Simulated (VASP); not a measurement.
Li3Au:

```
Li Au
1.0
     0.00000    3.15100    3.15100
     3.15100    0.00000    3.15100
     3.15100    3.15100    0.00000
Li Au
3 1
Cartesian
  1.5755 1.5755 1.5755
  4.7265 4.7265 4.7265
  3.1510 3.1510 3.1510
  0.0000 0.0000 0.0000
```

```yaml
Program: VASP 6.6.1
Task: relaxation of cell and atoms
Functional: PBEsol
Potentials_or_basis: VASP PAW PBE potentials, release 64 (Li_sv, Au)
Cutoff: 600 eV
k_mesh: 12 × 12 × 12
Occupations: gaussian, width 0.1 eV
Spin: no spin polarisation
```

At the start: pressure -1.5 GPa; volume 15.64 Å³/atom.

Question: How do energy, volume and symmetry change on relaxing?

Answer: Over 4 steps the energy falls by 3.4 meV/atom and the volume is 14.96 Å³/atom (-4.4 %); space group Fm-3m (No. 225, to 0.1 Å) before and after.

The path:
```csv
step,energy change (eV),largest force (eV/Å),pressure (GPa),volume (Å³)
1,0.0000,0.0000,-1.51,62.57
2,-0.0097,0.0000,-0.82,61.24
3,-0.0135,0.0000,-0.09,59.98
4,-0.0135,0.0000,-0.01,59.82
```

Final structure:
```
Li Au
1.0
     0.00000    3.10414    3.10414
     3.10414    0.00000    3.10414
     3.10414    3.10414    0.00000
Li Au
3 1
Cartesian
  1.5521 1.5521 1.5521
  4.6562 4.6562 4.6562
  3.1041 3.1041 3.1041
  3.1041 6.2083 3.1041
```

Caveat: the cutoff is under 1.25 times the usual one of these potentials, so pressure, stress and relaxed cells hold a basis-set (Pulay) error; the PAW data sets were made with another functional, which shifts forces and pressure a little.
